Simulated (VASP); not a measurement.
Crystal: Rh.

```
CELL_PARAMETERS angstrom
2.69174 0.00000 0.00000
-1.34587 2.33112 0.00000
0.00000 0.00000 8.79807
ATOMIC_POSITIONS crystal
Rh 0.00000 0.00000 0.00000
Rh 0.33333 0.66667 0.25000
Rh 0.00000 0.00000 0.50000
Rh 0.66667 0.33333 0.75000
```

```yaml
Program: VASP 6.6.1
Task: relaxation of cell and atoms
Functional: PBEsol
Potentials_or_basis: VASP PAW PBE potentials, release 64 (Rh_pv)
Cutoff: 600 eV
k_mesh: 9 × 9 × 3
Occupations: methfessel-paxton, width 0.1 eV
Spin: no spin polarisation
```

At the start: pressure -6.0 GPa; volume 13.80 Å³/atom.

**Question.** Where does the relaxation end?

**Answer.** Over 7 steps the energy falls by 5.7 meV/atom and the volume is 13.50 Å³/atom (-2.2 %); space group P6_3/mmc (No. 194, to 0.05 Å).

Step by step:
```
step  energy change (eV)  largest force (eV/Å)  pressure (GPa)  volume (Å³)
   1              0.0000                0.0000           -6.00        55.21
   2              0.1346                0.0000           18.58        51.18
   3             -0.0228                0.0000           -0.07        54.06
   4             -0.0228                0.0000            0.00        54.03
   5             -0.0228                0.0000            0.14        54.01
   6             -0.0229                0.0000            0.08        54.02
   7             -0.0229                0.0000            0.11        54.02
```

Final structure:
```
Rh
1.0
     2.67548    0.00000    0.00000
    -1.33774    2.31703    0.00000
     0.00000    0.00000    8.71358
Rh
4
Direct
  0.00000 0.00000 0.00000
  0.33333 0.66667 0.25000
  0.00000 0.00000 0.50000
  0.66667 0.33333 0.75000
```

Caveat: the PAW data sets were made with another functional, which shifts forces and pressure a little.
